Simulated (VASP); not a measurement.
# Sm (P6_3/mmc) in VASP: further runs

Runs on Sm. Level: PBE. Tasks: single point.

Everything below comes from runs of VASP 6.6.1. Logs are shortened: lines on timing, memory, paths and dates and some standing lists are left out, and cuts for length are marked.

### 1 The cell of the first run

The structure is hexagonal, space group P6_3/mmc (No. 194). The conventional cell has a = 3.644 Å, b = 3.644 Å, c = 5.876 Å, α = 90.00°, β = 90.00°, γ = 120.00°. Within 4.7 Å of Sm (site symmetry -6m2) lie 12 Sm at 3.61 to 3.64 Å.

This isn't the form of Sm at room conditions, which is rhombohedral.

### 2 Single point, PBE, collinear spin, ferromagnetic start

Input file INCAR:

```
SYSTEM = Sm
PREC     = Accurate       ! precision mode
ENCUT    = 520            ! plane-wave cutoff, eV
EDIFF    = 1E-6           ! SCF threshold, eV
ISMEAR   = 0              ! smearing method
SIGMA    = 0.05           ! smearing width, eV
LREAL    = .False.        ! projectors in reciprocal space
LASPH    = .True.         ! aspherical terms in the spheres
NELM     = 150            ! most SCF steps
ALGO     = Normal         ! electronic algorithm
ISIF     = 2              ! what is computed and relaxed
LWAVE    = .False.        ! write WAVECAR
LCHARG   = .True.         ! write CHGCAR
ISPIN    = 2              ! spin polarisation
MAGMOM   = 5 5            ! initial moments
LORBIT   = 11             ! projections on sites
LMAXMIX  = 6              ! l up to which the mixer works
GGA      = PE             ! functional
LELF     = .True.         ! ELF
LVHAR    = .True.       
NBANDS   = 27             ! bands
```

Input file KPOINTS:

```
regular mesh
0
Gamma
  10 10 5
  0 0 0
```

Input file POSCAR:

```
Sm
1.0
    3.6440014800      0.0000000000      0.0000000000
   -1.8220007400      3.1557978600      0.0000000000
    0.0000000000      0.0000000000      5.8760000000
Sm
2
Direct
    0.3333333300      0.6666666700      0.2500000000
    0.6666666700      0.3333333300      0.7500000000
```

Potentials or basis: VASP PAW PBE potentials, release 64 (Sm).

Run with:

```
$ cat potpaw_PBE.64/Sm/POTCAR > POTCAR
$ mpirun -np 1 vasp_std > vasp.out
```

OUTCAR:

```text
SYSTEM = Sm
   PREC = Accurate
   ENCUT = 520
   EDIFF = 1E-6
   ISMEAR = 0
   LREAL = .False.
   LASPH = .True.
   NELM = 150
   ISIF = 2
   ISPIN = 2
   LORBIT = 11
   GGA = PE

 ion  position               nearest neighbor table
   1  0.333  0.667  0.250-
   2  0.667  0.333  0.750-

  LATTYP: Found a hexagonal cell.
 ALAT       =     3.6440014800
 C/A-ratio  =     1.6125130663

  Lattice vectors:

 A1 = (   3.6440014800,   0.0000000000,   0.0000000000)
 A2 = (  -1.8220007400,   3.1557978600,   0.0000000000)
 A3 = (   0.0000000000,   0.0000000000,   5.8760000000)

Analysis of symmetry for initial positions (statically):
=====================================================================
 Subroutine PRICEL returns:
 Original cell was already a primitive cell.

 Routine SETGRP: Setting up the symmetry group for a
 hexagonal supercell.

 Subroutine GETGRP returns: Found 24 space group operations
 (whereof 12 operations were pure point group operations)
 out of a pool of 24 trial point group operations.

The static configuration has the point symmetry D_3d.
 The point group associated with its full space group is D_6h.

Analysis of symmetry for dynamics (positions and initial velocities):
=====================================================================
 Subroutine PRICEL returns:
 Original cell was already a primitive cell.

 Routine SETGRP: Setting up the symmetry group for a
 hexagonal supercell.

 Subroutine GETGRP returns: Found 24 space group operations
 (whereof 12 operations were pure point group operations)
 out of a pool of 24 trial point group operations.

The dynamic configuration has the point symmetry D_3d.
 The point group associated with its full space group is D_6h.

Analysis of structural, dynamic, and magnetic symmetry:
=====================================================================
 Subroutine PRICEL returns:
 Original cell was already a primitive cell.

 Routine SETGRP: Setting up the symmetry group for a
 hexagonal supercell.

 Subroutine GETGRP returns: Found 24 space group operations
 (whereof 12 operations were pure point group operations)
 out of a pool of 24 trial point group operations.

The overall configuration has the point symmetry D_3d.
 The point group associated with its full space group is D_6h.

 Subroutine INISYM returns: Found 24 space group operations
 (whereof 12 operations are pure point group operations),
 and found     1 'primitive' translations

----------------------------------------------------------------------------------------

                                     Primitive cell

  volume of cell :      67.5724

  direct lattice vectors                    reciprocal lattice vectors
     3.644001480  0.000000000  0.000000000     0.274423599  0.158438538  0.000000000
    -1.822000740  3.155797860  0.000000000     0.000000000  0.316877077  0.000000000
     0.000000000  0.000000000  5.876000000     0.000000000  0.000000000  0.170183799

  length of vectors
     3.644001480  3.644001486  5.876000000     0.316877077  0.316877077  0.170183799

  position of ions in fractional coordinates (direct lattice)
     0.333333330  0.666666670  0.250000000
     0.666666670  0.333333330  0.750000000

  ion indices of the primitive-cell ions
   primitive index   ion index
                 1           1
                 2           2

----------------------------------------------------------------------------------------

 KPOINTS: regular mesh

Automatic generation of k-mesh.
 Grid dimensions read from file:
 generate k-points for:   10   10    5

 Generating k-lattice:

  Cartesian coordinates                     Fractional coordinates (reciprocal lattice)
     0.027442360  0.015843854  0.000000000     0.100000000 -0.000000000  0.000000000
     0.000000000  0.031687708  0.000000000     0.000000000  0.100000000  0.000000000
     0.000000000  0.000000000  0.034036760     0.000000000  0.000000000  0.200000000

  Length of vectors
     0.031687708  0.031687708  0.034036760

  Shift w.r.t. Gamma in fractional coordinates (k-lattice)
     0.000000000  0.000000000  0.000000000

 Subroutine IBZKPT returns following result:
 ===========================================

 Found     42 irreducible k-points:

 Following reciprocal coordinates:
            Coordinates               Weight
  0.000000  0.000000  0.000000      1.000000
  0.100000 -0.000000  0.000000      6.000000
  0.200000 -0.000000  0.000000      6.000000
  0.300000  0.000000  0.000000      6.000000
  0.400000 -0.000000  0.000000      6.000000
  0.500000  0.000000  0.000000      3.000000
[... 16 lines left out ...]
  0.300000  0.100000  0.200000     24.000000
  0.400000  0.100000  0.200000     24.000000
 [... further k-points ...]
   k-points           NKPTS =     42   k-points in BZ     NKDIM =     42   number of bands    NBANDS=     27
   number of dos      NEDOS =    301   number of ions     NIONS =      2
   total plane-waves  NPLWV =  37632
   dimension x,y,z NGX =    28 NGY =   28 NGZ =   48
   dimension x,y,z NGXF=    56 NGYF=   56 NGZF=   96
   ions per type =               2
   NGX,Y,Z   is equivalent  to a cutoff of  12.77, 12.77, 13.58 a.u.
   NGXF,Y,Z  is equivalent  to a cutoff of  25.55, 25.55, 27.16 a.u.
 SYSTEM =  Sm
   PREC   = accura    normal or accurate (medium, high low for compatibility)
   ISTART =      0    job   : 0-new  1-cont  2-samecut
   ICHARG =      2    charge: 1-file 2-atom 10-const
   ISPIN  =      2    spin polarized calculation?
   LNONCOLLINEAR =      F non collinear calculations
   LSORBIT =      F    spin-orbit coupling
   LASPH  =      T    aspherical Exc in radial PAW
   ENCUT  =  520.0 eV  38.22 Ry    6.18 a.u.   6.78  6.78 10.93*2*pi/ulx,y,z
   NELM   =    150;   NELMIN=  2; NELMDL= -5     # of ELM steps
   EDIFF  = 0.1E-05   stopping-criterion for ELM
   LREAL  =      F    real-space projection
[... 7 lines left out ...]
   TEBEG  =    0.0;   TEEND  =   0.0 temperature during run
   PSTRESS=    0.0 pullay stress
   NELECT =      32.0000    total number of electrons
   NUPDOWN=      -1.0000    fix difference up-down
   EMIN   =  10.00;   EMAX   =-10.00  energy-range for DOS
   EFERMI =   0.00;   METHOD = LEGACY
   ISMEAR =     0;   SIGMA  =   0.05  broadening in eV -4-tet -1-fermi 0-gaus
   EFERMI_NEDOS =   21; number of points for ismear=-14 and -15
   IALGO  =     38    algorithm
   IMIX   =      4    mixing-type and parameters
     AMIX     =   0.40;   BMIX     =  1.00
     AMIX_MAG =   1.60;   BMIX_MAG =  1.00
  volume/ion in A,a.u.               =      33.79       228.00
  Fermi-wavevector in a.u.,A,eV,Ry     =   1.276052  2.411388 22.154480  1.628308
  Thomas-Fermi vector in A             =   2.408730
   LORBIT       =     11    0 simple, 1 ext, 2 COOP (PROOUT), +10 PAW based schemes
   GGA     = PE    functional components
   LHFCALC =     F    Hartree Fock is set to
   AEXX    =    0.0000 exact exchange contribution
   IVDW    =     0    specifies the selected vdW correction
   LEPSILON=     F    determine dielectric tensor
   LRPA    =     F    only Hartree local field effects (RPA)
 spin polarized calculation
 Gauss-broadening in eV      SIGMA  =   0.05
  energy-cutoff  :      520.00
  volume of cell :       67.57
 maximum number of plane-waves:      1842
 NGX is ok and might be reduce to    28
   NGX = 13   NGY = 13   NGZ = 21

 number of electron      31.9999999 magnetization      12.9922330

 Free energy of the ion-electron system (eV)
  ---------------------------------------------------
  ext. energy  EPLUGINS =         0.00000000
  ---------------------------------------------------
  free energy    TOTEN  =       -18.57169483 eV

  energy without entropy =      -18.55229359  energy(sigma->0) =      -18.56199421

 E-fermi :   3.0588     XC(G=0):  -9.7888

 val. band max:        3.0582596538   @ k =   0.2000   0.1000   0.0000
 cond. band min:       3.0609496414   @ k =   0.3000   0.0000   0.4000
 fundamental gap:      0.0026899876
 Fermi energy:         3.0587589732

 spin component 1

 k-point     1 :       0.0000    0.0000    0.0000
  band No.  band energies     occupation
      1     -36.9512      1.00000
      2     -36.8437      1.00000
      3     -17.0780      1.00000
      4     -16.2282      1.00000
      5     -16.2282      1.00000
      6     -16.0922      1.00000
[... 19 lines left out ...]
     26       4.9193      0.00000
     27       4.9199      0.00000
[... 661 lines left out ...]
 k-point    24 :       0.4000    0.1000    0.2000
  band No.  band energies     occupation
      1     -36.8476      1.00000
      2     -36.8189      1.00000
      3     -16.9805      1.00000
      4     -16.8415      1.00000
      5     -16.5578      1.00000
      6     -16.4423      1.00000
[... 19 lines left out ...]
     26       3.4189      0.00000
     27       4.5715      0.00000

 [... further k-points ...]

 spin component 2

 k-point     1 :       0.0000    0.0000    0.0000
  band No.  band energies     occupation
      1     -34.2760      1.00000
      2     -34.1487      1.00000
      3     -15.1240      1.00000
      4     -14.1682      1.00000
      5     -14.1682      1.00000
      6     -14.0177      1.00000
[... 19 lines left out ...]
     26       7.2803      0.00000
     27       7.2943      0.00000
[... 661 lines left out ...]
 k-point    24 :       0.4000    0.1000    0.2000
  band No.  band energies     occupation
      1     -34.1525      1.00000
      2     -34.1187      1.00000
      3     -15.0285      1.00000
      4     -14.8690      1.00000
      5     -14.5402      1.00000
      6     -14.4123      1.00000
[... 19 lines left out ...]
     26       7.0591      0.00000
     27       7.1015      0.00000

 [... further k-points ...]

------------------------ aborting loop because EDIFF is reached ----------------------------------------

  FORCE on cell =-STRESS in cart. coord.  units (eV):
  Direction    XX          YY          ZZ          XY          YZ          ZX
  --------------------------------------------------------------------------------------
  -------------------------------------------------------------------------------------
  Total        1.1535640      1.1535640      1.1250138      0.0000000      0.0000000      0.0000000
  in kB       27.3516012     27.3516013     26.6746609      0.0000000      0.0000000      0.0000000
  external PRESSURE =      27.1259544 kB  Pullay stress =       0.0000000 kB

 VOLUME and BASIS-vectors are now :
 -----------------------------------------------------------------------------
  energy-cutoff  :      520.00
  volume of cell :       67.57
      direct lattice vectors                 reciprocal lattice vectors
     3.644001480  0.000000000  0.000000000     0.274423599  0.158438538  0.000000000
    -1.822000740  3.155797860  0.000000000     0.000000000  0.316877077  0.000000000
     0.000000000  0.000000000  5.876000000     0.000000000  0.000000000  0.170183799

 POSITION                                       TOTAL-FORCE (eV/Angst)
 -----------------------------------------------------------------------------------
     -0.00000      2.10387      1.46900        -0.000000      0.000000      0.000000
      1.82200      1.05193      4.40700         0.000000     -0.000000      0.000000
 -----------------------------------------------------------------------------------
    total drift:                               -0.000012      0.000007     -0.000000

  FREE ENERGIE OF THE ION-ELECTRON SYSTEM (eV)
  ---------------------------------------------------
  free  energy   TOTEN  =       -18.5716948324 eV

  energy  without entropy=      -18.5522935925  energy(sigma->0) =      -18.56199421

 total charge

# of ion       s       p       d       f       tot
--------------------------------------------------
    1        2.082   5.610   0.468   5.500  13.660
    2        2.082   5.610   0.468   5.500  13.660
--------------------------------------------------
tot          4.164  11.220   0.935  11.001  27.320

 magnetization (x)

# of ion       s       p       d       f       tot
--------------------------------------------------
    1       -0.002  -0.057   0.244   5.494   5.679
    2       -0.002  -0.057   0.244   5.494   5.679
--------------------------------------------------
tot         -0.005  -0.113   0.488  10.988  11.358
```

It took 2.7 min on 1 thread of Intel Xeon 6975P-C (Granite Rapids), shared host; peak memory 0.3 GiB.

What came out:

| Property | Result |
| --- | --- |
| Free energy | -18.5717 eV |
| Pressure | 2.7 GPa |
| Net moment | 12.99 μB per cell |
| Site moments | Sm +5.68 μB |
| Valence electrons inside the program's atomic spheres | Sm 13.66 |

Caveat: the magnetic or orbital state may not be the lowest; spin-orbit coupling is left out, which moves the levels of the heavy elements; semilocal functionals describe open f shells poorly, which spoils levels, moments and volumes. The state reached can hang on the start; a lower one may exist.

### 3 Single point, PBE, collinear spin, ferromagnetic start

Input file INCAR:

```
PREC     = Accurate       # precision mode
ENCUT    = 520            # plane-wave cutoff, eV
EDIFF    = 1E-6           # SCF threshold, eV
ISMEAR   = 0              # smearing method
SIGMA    = 0.05           # smearing width, eV
LREAL    = F              # projectors in reciprocal space
LASPH    = T              # aspherical terms in the spheres
NELM     = 150            # most SCF steps
ALGO     = Normal         # electronic algorithm
ISIF     = 2              # what is computed and relaxed
LWAVE    = F              # write WAVECAR
LCHARG   = F              # write CHGCAR
ISPIN    = 2              # spin polarisation
MAGMOM   = 5 5            # initial moments
LORBIT   = 11             # projections on sites
LMAXMIX  = 6              # l up to which the mixer works
GGA      = PE             # functional
NBANDS   = 27             # bands
```

Input file KPOINTS:

```
Automatic mesh
0
Gamma
  10 10 5
```

POSCAR is that of step 2.

Potentials or basis: VASP PAW PBE potentials, release 64 (Sm).

Run with:

```
$ cat potpaw_PBE.64/Sm/POTCAR > POTCAR
$ mpirun -np 1 vasp_std > vasp.out
```

OUTCAR:

```text
PREC = Accurate
   ENCUT = 520
   EDIFF = 1E-6
   ISMEAR = 0
   LREAL = F
   LASPH = T
   NELM = 150
   ISIF = 2
   ISPIN = 2
   LORBIT = 11
   GGA = PE

 ion  position               nearest neighbor table
   1  0.333  0.667  0.250-
   2  0.667  0.333  0.750-

  LATTYP: Found a hexagonal cell.
 ALAT       =     3.6440014800
 C/A-ratio  =     1.6125130663

  Lattice vectors:

[... 1658 lines left out ...]
  in kB       27.3516012     27.3516013     26.6746609      0.0000000      0.0000000      0.0000000
  external PRESSURE =      27.1259544 kB  Pullay stress =       0.0000000 kB

 VOLUME and BASIS-vectors are now :
 -----------------------------------------------------------------------------
  energy-cutoff  :      520.00
  volume of cell :       67.57
      direct lattice vectors                 reciprocal lattice vectors
     3.644001480  0.000000000  0.000000000     0.274423599  0.158438538  0.000000000
    -1.822000740  3.155797860  0.000000000     0.000000000  0.316877077  0.000000000
     0.000000000  0.000000000  5.876000000     0.000000000  0.000000000  0.170183799

 POSITION                                       TOTAL-FORCE (eV/Angst)
 -----------------------------------------------------------------------------------
     -0.00000      2.10387      1.46900        -0.000000      0.000000      0.000000
      1.82200      1.05193      4.40700         0.000000     -0.000000      0.000000
 -----------------------------------------------------------------------------------
    total drift:                               -0.000012      0.000007     -0.000000

  FREE ENERGIE OF THE ION-ELECTRON SYSTEM (eV)
  ---------------------------------------------------
  free  energy   TOTEN  =       -18.5716948324 eV

  energy  without entropy=      -18.5522935925  energy(sigma->0) =      -18.56199421

 total charge

# of ion       s       p       d       f       tot
--------------------------------------------------
    1        2.082   5.610   0.468   5.500  13.660
    2        2.082   5.610   0.468   5.500  13.660
--------------------------------------------------
tot          4.164  11.220   0.935  11.001  27.320

 magnetization (x)

# of ion       s       p       d       f       tot
--------------------------------------------------
    1       -0.002  -0.057   0.244   5.494   5.679
    2       -0.002  -0.057   0.244   5.494   5.679
--------------------------------------------------
tot         -0.005  -0.113   0.488  10.988  11.358
```

OSZICAR:

```text
N       E                     dE             d eps       ncg     rms          rms(c)
DAV:   1     0.262579995913E+03    0.26258E+03   -0.10959E+04  5904   0.486E+03
DAV:   2     0.442516850952E+02   -0.21833E+03   -0.19912E+03  6056   0.352E+02
[... 22 lines left out ...]
DAV:  25    -0.185716907040E+02   -0.36351E-04   -0.12510E-04  8952   0.109E-01    0.265E-01
DAV:  26    -0.185716957544E+02   -0.50504E-05   -0.14793E-05  7965   0.366E-02    0.226E-01
DAV:  27    -0.185716932839E+02    0.24705E-05   -0.75218E-06  6640   0.642E-02    0.808E-02
DAV:  28    -0.185716966812E+02   -0.33973E-05   -0.82482E-06  6645   0.463E-02    0.197E-02
DAV:  29    -0.185716950940E+02    0.15871E-05   -0.95644E-07  4192   0.251E-02    0.107E-02
DAV:  30    -0.185716948324E+02    0.26168E-06   -0.65877E-07  4698   0.161E-02
   1 F= -.18571695E+02 E0= -.18561994E+02  d E =-.194012E-01  mag=    12.9922
```

Run time: 2.7 min. Hardware: 1 thread of Intel Xeon 6975P-C (Granite Rapids), shared host; peak memory 0.3 GiB.

Results:

- Free energy: -18.5717 eV
- Pressure: 2.7 GPa
- Net moment: 12.99 μB per cell
- Site moments: Sm +5.68 μB
- Valence electrons inside the program's atomic spheres: Sm 13.66

Caveat: the magnetic or orbital state may not be the lowest; spin-orbit coupling is left out, which moves the levels of the heavy elements; semilocal functionals describe open f shells poorly, which spoils levels, moments and volumes. The state reached can hang on the start; a lower one may exist.
